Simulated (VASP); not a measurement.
# Bi (Fm-3m) in VASP: notebook, part 2 of 3

VASP 6.6.1.

### 3 Relaxation of cell and atoms, PBE

INCAR reads:

```
SYSTEM = Bi
  ALGO = Normal
  EDIFF = 1E-7
  EDIFFG = -0.005
  ENCUT = 600
  GGA = PE
  IBRION = 2
  ISIF = 3
  ISMEAR = -1
  LASPH = .True.
  LCHARG = .False.
  LREAL = .False.
  LWAVE = .False.
  NELM = 80
  NSW = 45
  PREC = Accurate
  SIGMA = 0.05
```

KPOINTS reads:

```
k-points
0
Gamma
  14 14 14
  0 0 0
```

POSCAR reads:

```
Bi
1.0
    0.0000000000      2.5161747668      2.5161747668
    2.5161747668      0.0000000000      2.5161747668
    2.5161747668      2.5161747668      0.0000000000
Bi
1
Direct
    0.0000000000      0.0000000000      0.0000000000
```

Potentials or basis: VASP PAW PBE potentials, release 64 (Bi_d).

Command:

```bash
> cat potpaw_PBE.64/Bi_d/POTCAR > POTCAR
> mpirun -np 1 vasp_std > vasp.out
```

OUTCAR:

```text
SYSTEM = Bi
   EDIFF = 1E-7
   EDIFFG = -0.005
   ENCUT = 600
   GGA = PE
   IBRION = 2
   ISIF = 3
   ISMEAR = -1
   LASPH = .True.
   LREAL = .False.
   NELM = 80
   NSW = 45
   PREC = Accurate

 ion  position               nearest neighbor table
   1  0.000  0.000  0.000-

  LATTYP: Found a face centered cubic cell.
 ALAT       =     5.0323495336

  Lattice vectors:

 A1 = (   0.0000000000,   2.5161747668,   2.5161747668)
 A2 = (   2.5161747668,   0.0000000000,   2.5161747668)
 A3 = (   2.5161747668,   2.5161747668,   0.0000000000)

Analysis of symmetry for initial positions (statically):
=====================================================================
 Subroutine PRICEL returns:
 Original cell was already a primitive cell.

 Routine SETGRP: Setting up the symmetry group for a
 face centered cubic supercell.

 Subroutine GETGRP returns: Found 48 space group operations
 (whereof 48 operations were pure point group operations)
 out of a pool of 48 trial point group operations.

The static configuration has the point symmetry O_h .

Analysis of symmetry for dynamics (positions and initial velocities):
=====================================================================
 Subroutine PRICEL returns:
 Original cell was already a primitive cell.

 Routine SETGRP: Setting up the symmetry group for a
 face centered cubic supercell.

 Subroutine GETGRP returns: Found 48 space group operations
 (whereof 48 operations were pure point group operations)
 out of a pool of 48 trial point group operations.

The dynamic configuration has the point symmetry O_h .

 Subroutine INISYM returns: Found 48 space group operations
 (whereof 48 operations are pure point group operations),
 and found     1 'primitive' translations

----------------------------------------------------------------------------------------

                                     Primitive cell

  volume of cell :      31.8605

  direct lattice vectors                    reciprocal lattice vectors
     0.000000000  2.516174767  2.516174767    -0.198714337  0.198714337  0.198714337
     2.516174767  0.000000000  2.516174767     0.198714337 -0.198714337  0.198714337
     2.516174767  2.516174767  0.000000000     0.198714337  0.198714337 -0.198714337

  length of vectors
     3.558408481  3.558408481  3.558408481     0.344183327  0.344183327  0.344183327

  position of ions in fractional coordinates (direct lattice)
     0.000000000  0.000000000  0.000000000

  ion indices of the primitive-cell ions
   primitive index   ion index
                 1           1

----------------------------------------------------------------------------------------

 KPOINTS: k-points

Automatic generation of k-mesh.
 Grid dimensions read from file:
 generate k-points for:   14   14   14

 Generating k-lattice:

  Cartesian coordinates                     Fractional coordinates (reciprocal lattice)
    -0.014193881  0.014193881  0.014193881     0.071428571  0.000000000  0.000000000
     0.014193881 -0.014193881  0.014193881     0.000000000  0.071428571  0.000000000
     0.014193881  0.014193881 -0.014193881     0.000000000  0.000000000  0.071428571

  Length of vectors
     0.024584523  0.024584523  0.024584523

  Shift w.r.t. Gamma in fractional coordinates (k-lattice)
     0.000000000  0.000000000  0.000000000

 Subroutine IBZKPT returns following result:
 ===========================================

 Found    104 irreducible k-points:

 Following reciprocal coordinates:
            Coordinates               Weight
  0.000000  0.000000  0.000000      1.000000
  0.071429  0.000000  0.000000      8.000000
  0.142857  0.000000  0.000000      8.000000
  0.214286  0.000000  0.000000      8.000000
  0.285714  0.000000  0.000000      8.000000
  0.357143  0.000000  0.000000      8.000000
[... 16 lines left out ...]
  0.214286  0.142857  0.000000     24.000000
  0.285714  0.142857  0.000000     24.000000
 [... further k-points ...]
   k-points           NKPTS =    104   k-points in BZ     NKDIM =    104   number of bands    NBANDS=     11
   number of dos      NEDOS =    301   number of ions     NIONS =      1
   total plane-waves  NPLWV =  21952
   dimension x,y,z NGX =    28 NGY =   28 NGZ =   28
   dimension x,y,z NGXF=    56 NGYF=   56 NGZF=   56
   ions per type =               1
   NGX,Y,Z   is equivalent  to a cutoff of  13.08, 13.08, 13.08 a.u.
   NGXF,Y,Z  is equivalent  to a cutoff of  26.16, 26.16, 26.16 a.u.
 SYSTEM =  Bi
   PREC   = accura    normal or accurate (medium, high low for compatibility)
   ISTART =      0    job   : 0-new  1-cont  2-samecut
   ICHARG =      2    charge: 1-file 2-atom 10-const
   ISPIN  =      1    spin polarized calculation?
   LNONCOLLINEAR =      F non collinear calculations
   LSORBIT =      F    spin-orbit coupling
   LASPH  =      T    aspherical Exc in radial PAW
   ENCUT  =  600.0 eV  44.10 Ry    6.64 a.u.   7.11  7.11  7.11*2*pi/ulx,y,z
   NELM   =     80;   NELMIN=  2; NELMDL= -5     # of ELM steps
   EDIFF  = 0.1E-06   stopping-criterion for ELM
   LREAL  =      F    real-space projection
   EDIFFG = -.5E-02   stopping-criterion for IOM
   NSW    =     45    number of steps for IOM
   IBRION =      2    ionic relax: 0-MD 1-quasi-New 2-CG
   NFREE  =      1    steps in history (QN), initial steepest desc. (CG)
   ISIF   =      3    stress and relaxation
   ISYM   =      2    0-nonsym 1-usesym 2-fastsym
   POTIM  = 0.5000    time-step for ionic-motion
   TEBEG  =    0.0;   TEEND  =   0.0 temperature during run
   PSTRESS=    0.0 pullay stress
   NELECT =      15.0000    total number of electrons
   NUPDOWN=      -1.0000    fix difference up-down
   EMIN   =  10.00;   EMAX   =-10.00  energy-range for DOS
   EFERMI =   0.00;   METHOD = LEGACY
   ISMEAR =    -1;   SIGMA  =   0.05  broadening in eV -4-tet -1-fermi 0-gaus
   EFERMI_NEDOS =   21; number of points for ismear=-14 and -15
   IALGO  =     38    algorithm
   IMIX   =      4    mixing-type and parameters
     AMIX     =   0.40;   BMIX     =  1.00
     AMIX_MAG =   1.60;   BMIX_MAG =  1.00
  volume/ion in A,a.u.               =      31.86       215.01
  Fermi-wavevector in a.u.,A,eV,Ry     =   1.273565  2.406689 22.068212  1.621968
  Thomas-Fermi vector in A             =   2.406381
   LORBIT       =      0    0 simple, 1 ext, 2 COOP (PROOUT), +10 PAW based schemes
   GGA     = PE    functional components
   LHFCALC =     F    Hartree Fock is set to
   AEXX    =    0.0000 exact exchange contribution
   IVDW    =     0    specifies the selected vdW correction
   LEPSILON=     F    determine dielectric tensor
   LRPA    =     F    only Hartree local field effects (RPA)
 conjugate gradient relaxation of ions
 non-spin polarized calculation
  energy-cutoff  :      600.00
  volume of cell :       31.86
 maximum number of plane-waves:      1090
   NGX = 15   NGY = 15   NGZ = 15

 number of electron      15.0000000 magnetization

 Free energy of the ion-electron system (eV)
  ---------------------------------------------------
  ext. energy  EPLUGINS =         0.00000000
  ---------------------------------------------------
  free energy    TOTEN  =        -3.70120105 eV

  energy without entropy =       -3.69412664  energy(sigma->0) =       -3.69766385

 E-fermi :   7.7524     XC(G=0): -10.1838

 val. band max:        7.7319504224   @ k =   0.4286   0.2857   0.1429
 cond. band min:       7.8129497808   @ k =  -0.1429   0.1429   0.0000
 fundamental gap:      0.0809993584
 Fermi energy:         7.7524287789

 k-point     1 :       0.0000    0.0000    0.0000
  band No.  band energies     occupation
      1     -15.3714      2.00000
      2     -15.3714      2.00000
      3     -15.3714      2.00000
      4     -15.3072      2.00000
      5     -15.3072      2.00000
      6      -5.7342      2.00000
      7      12.5008      0.00000
      8      12.5008      0.00000
      9      12.5008      0.00000
     10      16.2860      0.00000
     11      16.7892      0.00000
[... 309 lines left out ...]
 k-point    24 :       0.2857    0.1429    0.0000
  band No.  band energies     occupation
      1     -15.3857      2.00000
      2     -15.3412      2.00000
      3     -15.3292      2.00000
      4     -15.3063      2.00000
      5     -15.2715      2.00000
      6      -4.5226      2.00000
      7       6.9717      2.00000
      8      10.3342      0.00000
      9      10.4158      0.00000
     10      14.9541      0.00000
     11      16.3232      0.00000

 [... further k-points ...]

------------------------ aborting loop because EDIFF is reached ----------------------------------------

  FORCE on cell =-STRESS in cart. coord.  units (eV):
  Direction    XX          YY          ZZ          XY          YZ          ZX
  --------------------------------------------------------------------------------------
  -------------------------------------------------------------------------------------
  Total        0.0046942      0.0046942      0.0046942     -0.0000000     -0.0000000     -0.0000000
  in kB        0.2360580      0.2360580      0.2360580     -0.0000000     -0.0000000     -0.0000000
  external PRESSURE =       0.2360580 kB  Pullay stress =       0.0000000 kB

 VOLUME and BASIS-vectors are now :
 -----------------------------------------------------------------------------
  energy-cutoff  :      600.00
  volume of cell :       31.86
      direct lattice vectors                 reciprocal lattice vectors
     0.000000000  2.516174767  2.516174767    -0.198714337  0.198714337  0.198714337
     2.516174767  0.000000000  2.516174767     0.198714337 -0.198714337  0.198714337
     2.516174767  2.516174767  0.000000000     0.198714337  0.198714337 -0.198714337

 POSITION                                       TOTAL-FORCE (eV/Angst)
 -----------------------------------------------------------------------------------
      0.00000      0.00000      0.00000        -0.000000     -0.000000      0.000000
 -----------------------------------------------------------------------------------
    total drift:                               -0.000000     -0.000000     -0.000000

  FREE ENERGIE OF THE ION-ELECTRON SYSTEM (eV)
  ---------------------------------------------------
  free  energy   TOTEN  =        -3.7012010515 eV

  energy  without entropy=       -3.6941266422  energy(sigma->0) =       -3.69766385

 reached required accuracy - stopping structural energy minimisation
```

OSZICAR:

```text
N       E                     dE             d eps       ncg     rms          rms(c)
DAV:   1     0.109433519927E+03    0.10943E+03   -0.88437E+03  2291   0.173E+03
DAV:   2     0.196050142324E+01   -0.10747E+03   -0.10534E+03  2360   0.377E+02
DAV:   3    -0.356032549122E+01   -0.55208E+01   -0.54558E+01  2640   0.915E+01
DAV:   4    -0.369847187068E+01   -0.13815E+00   -0.13803E+00  2711   0.156E+01
DAV:   5    -0.370480002490E+01   -0.63282E-02   -0.63279E-02  2963   0.300E+00    0.439E-01
DAV:   6    -0.370147143701E+01    0.33286E-02   -0.93557E-03  2861   0.148E+00    0.269E-01
DAV:   7    -0.370115148780E+01    0.31995E-03   -0.63685E-03  2690   0.123E+00    0.799E-02
DAV:   8    -0.370120292286E+01   -0.51435E-04   -0.53271E-04  2632   0.427E-01    0.120E-02
DAV:   9    -0.370120132479E+01    0.15981E-05   -0.10343E-05  2814   0.509E-02    0.790E-03
DAV:  10    -0.370120107479E+01    0.24999E-06   -0.51291E-06  2685   0.367E-02    0.162E-03
DAV:  11    -0.370120105149E+01    0.23302E-07   -0.37411E-07  2479   0.106E-02
   1 F= -.37012011E+01 E0= -.36976638E+01  d E =-.370120E+01
```

CONTCAR:

```text
Bi
   1.00000000000000
     0.0000000000000000    2.5161747667999999    2.5161747667999999
     2.5161747667999999    0.0000000000000000    2.5161747667999999
     2.5161747667999999    2.5161747667999999    0.0000000000000000
  Bi
     1
Direct
     0.0000000000000000    0.0000000000000000    0.0000000000000000

  0.00000000E+00  0.00000000E+00  0.00000000E+00
```

Wall time 50 s (1 thread of Intel Xeon 8259CL, shared host); peak memory 0.19 GiB.

Results:

```yaml
Free_energy: -3.7012 eV
Pressure_after_relaxing: 0.0 GPa
Band_gap_on_the_k_mesh: zero (an odd number of electrons rules out a gap without spin polarisation)
```

Final structure:
```yaml
crystal:
  lattice:
    - [0.00000, 2.51617, 2.51617]
    - [2.51617, 0.00000, 2.51617]
    - [2.51617, 2.51617, 0.00000]
  atoms:
    - { symbol: Bi, position: [0.00000, 0.00000, 0.00000] }
```

Caveat: spin-orbit coupling is left out, which moves the levels of the heavy elements.

(Continued in part 3 of 3.)

The gap in the log of VASP goes by the Fermi energy; the results here count the filled bands.